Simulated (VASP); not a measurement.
A run of VASP 6.6.1:

INCAR

```
SYSTEM = Ga
  ALGO = Normal
  EDIFF = 1E-6
  ENCUT = 520
  GGA = PS
  ISIF = 2
  ISMEAR = 0
  LASPH = .True.
  LCHARG = .True.
  LELF = .True.
  LREAL = .False.
  LVHAR = .True.
  LWAVE = .False.
  NBANDS = 34
  NELM = 100
  PREC = Accurate
  SIGMA = 0.15
```

File KPOINTS:

```
k-points
0
Gamma
  10 10 10
  0 0 0
```

The input POSCAR:

```
Ga
1.0
    2.2350478178     -3.7986615528     -0.1117523909
    2.2350478178      3.7986615528     -0.1117523909
   -0.2244888060      0.0000000000      4.7142649261
Ga
4
Direct
    0.1559156097      0.8440843903      0.0832479706
    0.6559156097      0.3440843903      0.4167520294
    0.8440843903      0.1559156097      0.9167520294
    0.3440843903      0.6559156097      0.5832479706
```

Potentials or basis: VASP PAW PBE potentials, release 64 (Ga_d).

Launch:

```console
$ cat potpaw_PBE.64/Ga_d/POTCAR > POTCAR
$ mpirun -np 1 vasp_std > vasp.out
```

Hardware: 1 thread of Intel(R) Xeon(R) Platinum 8488C (Sapphire Rapids), on a shared host.

**Question.** Estimate the wall time of this run.

**Answer.** Run time: 6.4 min on 1 thread of Intel(R) Xeon(R) Platinum 8488C (Sapphire Rapids), with other jobs on the host, peak memory 0.6 GiB. Counts: scf iterations 13, k points 282.
